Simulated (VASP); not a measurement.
Input of a VASP 6.6.1 run:

INCAR

```
ALGO     = Normal         # electronic algorithm
EDIFF    = 1E-6           # SCF threshold, eV
ENCUT    = 520            # plane-wave cutoff, eV
GGA      = PE             # functional
ISIF     = 2              # what is computed and relaxed
ISMEAR   = 0              # smearing method
IVDW     = 12             # dispersion correction
LASPH    = True           # aspherical terms in the spheres
LCHARG   = False          # write CHGCAR
LREAL    = Auto         
LWAVE    = False          # write WAVECAR
NBANDS   = 68             # bands
NELM     = 60             # most SCF steps
PREC     = Accurate       # precision mode
SIGMA    = 0.1            # smearing width, eV
```

The input KPOINTS:

```
k-points
0
Gamma
  3 3 3
```

Contents of POSCAR:

```
Al30Si
1.0
    8.1000000000      0.0000000000      0.0000000000
    0.0000000000      8.1000000000      0.0000000000
    0.0000000000      0.0000000000      8.1000000000
Si Al
1 30
Direct
    0.7149165432      0.0005722222     -0.2064659259
    0.7495550617      0.2539787654      0.0043353086
    0.7476537037     -0.0002108642      0.2483445679
   -0.0034648148     -0.0003097531     -0.0038574074
    0.2521617284      0.2472849383     -0.0006166667
    0.4993527160      0.4999214815     -0.0006523457
    0.7494949383      0.7462783951      0.0038471605
    0.2523170370     -0.0004433333      0.2479013580
    0.4995413580      0.2480669136      0.2471527160
    0.7517522222      0.4999456790      0.2561391358
    0.5041469136     -0.0003228395      0.5032259259
    0.7512739506      0.2455879012      0.5043508642
    0.0036298765      0.4998281481     -0.0007372840
    0.2523071605      0.7522401235     -0.0006490123
    0.0008480247      0.2503756790      0.2491029630
    0.2514501235      0.4996051852      0.2475774074
    0.4995877778      0.7514432099      0.2470585185
   -0.0027469136     -0.0004953086      0.5020675309
    0.2507533333      0.2508811111      0.4990674074
    0.4997116049      0.4997314815      0.4975161728
    0.7514102469      0.7538193827      0.5042798765
    0.2498719753     -0.0002660494      0.7509956790
    0.4976761728      0.2497254321      0.7510517284
    0.7502224691      0.4998801235      0.7488628395
    0.0008958025      0.7489262963      0.2488756790
    0.0005901235      0.4995220988      0.4993779012
    0.2508924691      0.7483037037      0.4988754321
   -0.0049964198      0.2459953086      0.7479381481
    0.2460871605      0.4998493827      0.7473706173
    0.4980722222      0.7504797531      0.7510256790
   -0.0047787654      0.7533222222      0.7477950617
```

Potentials or basis: VASP PAW PBE potentials, release 64 (Si, Al).

Run with:

```bash
$ cat potpaw_PBE.64/Si/POTCAR potpaw_PBE.64/Al/POTCAR > POTCAR
$ mpirun -np 1 vasp_std > vasp.out
```

(1) Estimate the pressure.

(2) What does it give for the dispersion energy per atom?

(3) What does it give for the band gap on the k mesh?

## Answers

(1) -4.6 GPa.

(2) -0.324 eV.

(3) zero (bands 47 and 48 overlap by 0.38 eV).
